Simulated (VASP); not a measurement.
Wanted: the native input for a VASP 6.6.1 run.

| Quantity | Value |
| --- | --- |
| Task | single point |
| Functional | HSE06 |
| Potentials or basis | VASP PAW PBE potentials, release 64 (Ag) |
| Cutoff | 520 eV |
| k mesh | 6 × 6 × 6 |
| Occupations | fermi-dirac, width 0.05 eV |
| Spin | no spin polarisation |
| Dipole correction | no |
| Grid for exact exchange (PRECFOCK) | Normal |
| Further INCAR settings | ALGO = Normal; EDIFF = 1e-06; NBANDS = 12 |
| Share of exact exchange | 0.25 |
| Screening parameter | 0.2079 1/Å |

Ag:

```
Ag
1.0
    -1.68813    1.68813    1.68813
     1.68813   -1.68813    1.68813
     1.68813    1.68813   -1.68813
Ag
1
Direct
  0.00000 0.00000 0.00000
```

This isn't the form of Ag at room conditions, which is fcc.

The input as run:

POSCAR

```
Ag
1.0
   -1.6881260479      1.6881260479      1.6881260479
    1.6881260479     -1.6881260479      1.6881260479
    1.6881260479      1.6881260479     -1.6881260479
Ag
1
Direct
    0.0000000000      0.0000000000      0.0000000000
```

INCAR.step1

```
  PREC = Accurate
  ENCUT = 520
  EDIFF = 1E-5
  ISMEAR = -1
  SIGMA = 0.05
  LREAL = False
  LASPH = True
  NELM = 60
  ALGO = Normal
  ISIF = 2
  LWAVE = True
  LCHARG = False
  GGA = PE
  NBANDS = 12
```

INCAR.step2

```
  PREC = Accurate
  ENCUT = 520
  EDIFF = 1E-6
  ISMEAR = -1
  SIGMA = 0.05
  LREAL = False
  LASPH = True
  NELM = 60
  ALGO = Normal
  ISIF = 2
  LWAVE = False
  LCHARG = False
  GGA = PE
  LHFCALC = True
  HFSCREEN = 0.2079
  PRECFOCK = Normal
  ISTART = 1
  NBANDS = 12
```

KPOINTS

```
regular mesh
0
Gamma
  6 6 6
```

Potentials or basis: VASP PAW PBE potentials, release 64 (Ag).

The run is started by

```bash
$ cat potpaw_PBE.64/Ag/POTCAR > POTCAR
$ cp INCAR.step1 INCAR
$ mpirun -np 1 vasp_std > vasp.out
$ cp INCAR.step2 INCAR
$ mpirun -np 1 vasp_std > vasp.out
```

It gave:

```json
{
  "Pressure": "-4.0 GPa",
  "Band gap on the k mesh": "zero (an odd number of electrons rules out a gap without spin polarisation)"
}
```

Caveat: the k points lie up to 0.44 Å⁻¹ apart, too coarse for converged energies and pressures of a metal; the PAW data sets were made with another functional, which shifts forces and pressure a little.

It took 12 min on 1 thread of Intel Xeon 8259CL (shared host), peak memory 0.25 GiB.
